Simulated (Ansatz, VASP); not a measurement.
## MgO: VASP beside Ansatz

The input INCAR:

```
SYSTEM = MgO
PREC = Accurate
ENCUT = 520
EDIFF = 1E-6
ISMEAR = 0
SIGMA = 0.01
LREAL = .FALSE.
LASPH = .TRUE.
NELM = 80
ALGO = Normal
ISIF = 2
LWAVE = .FALSE.
LCHARG = .FALSE.
GGA = CA
NBANDS = 11
```

KPOINTS

```
Automatic mesh
0
G
  6 6 6
  0 0 0
```

The input POSCAR:

```
MgO
1.0
    0.0000000000      2.0908720000      2.0908720000
    2.0908720000      0.0000000000      2.0908720000
    2.0908720000      2.0908720000      0.0000000000
Mg O
1 1
Direct
    0.0000000000      0.0000000000      0.0000000000
    0.5000000000      0.5000000000      0.5000000000
```

Input for Ansatz:

```yaml
crystal:
  atoms:
  - position: [0.0, 0.0, 0.0]
    symbol: Mg
  - position: [0.5, 0.5, 0.5]
    symbol: O
  lattice:
  - [0.0, 2.090872, 2.090872]
  - [2.090872, 0.0, 2.090872]
  - [2.090872, 2.090872, 0.0]
hamiltonian:
  dispersion: none
  pseudopotentials:
    kind: all_electron
    lapw: {}
    relativity: scalar
  xc: lda
kpoints:
  mp_grid:
    grid: [6, 6, 6]
    shift: [0, 0, 0]
magnetization: {spin_polarized: false}
output: {forces: true, stress: true}
scf:
  occupations: {method: fixed}
```

Alike in both runs: task single point; functional LDA; k mesh 6 × 6 × 6; no spin polarisation.

|  | VASP | Ansatz |
| --- | --- | --- |
| version | VASP 6.6.1 | Ansatz 0.2 development build |
| potentials or method | VASP PAW LDA potentials, release 64 (Mg, O), cutoff 520 eV | all-electron full-potential LAPW, scalar-relativistic |
| occupations | gaussian, width 0.01 eV | fixed |

Ansatz gave:

* gap on the k mesh at the Fermi level (eV): 4.87
* pressure (GPa): -2.5

Problem. What did VASP give for the same quantities?

Solution. gap on the k mesh at the Fermi level (eV): 4.87; pressure (GPa): -4.4.

LDA's correlation is that of Perdew and Zunger in VASP and of Perdew and Wang (1992) in Ansatz. Ansatz ran all-electron here, and VASP with PAW potentials.

The k mesh is coarse, so the values compare programs but aren't converged.
